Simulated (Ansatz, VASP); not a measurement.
## Two plane-wave programs on Sc

```
CELL_PARAMETERS angstrom
3.32904 0.00000 0.00000
-1.66452 2.88303 0.00000
0.00000 0.00000 5.20301
ATOMIC_POSITIONS crystal
Sc 0.33333 0.66667 0.25000
Sc 0.66667 0.33333 0.75000
```

Alike in both runs: functional r2SCAN; k mesh 16 × 16 × 10; occupations fermi-dirac, width 0.08 eV; no spin polarisation.

Ansatz relaxed the structure, and its values are those at the end. VASP's run is a single point on that final structure, the one shown.

|  | VASP | Ansatz |
| --- | --- | --- |
| version | VASP 6.6.1 | Ansatz 0.2.0 |
| potentials or method | VASP PAW PBE potentials, release 64 (Sc_sv) | PAW with Ansatz's default frozen-core files, scalar-relativistic |
| plane-wave cutoff (eV) | 520 | 500 |
| valence electrons in the cell | 22 | 22 |

|  | VASP | Ansatz | Ansatz less VASP |
| --- | --- | --- | --- |
| pressure (GPa) | 0.2 | 0.0 | -0.19 |

VASP's potentials were made for PBE, not for r2SCAN.
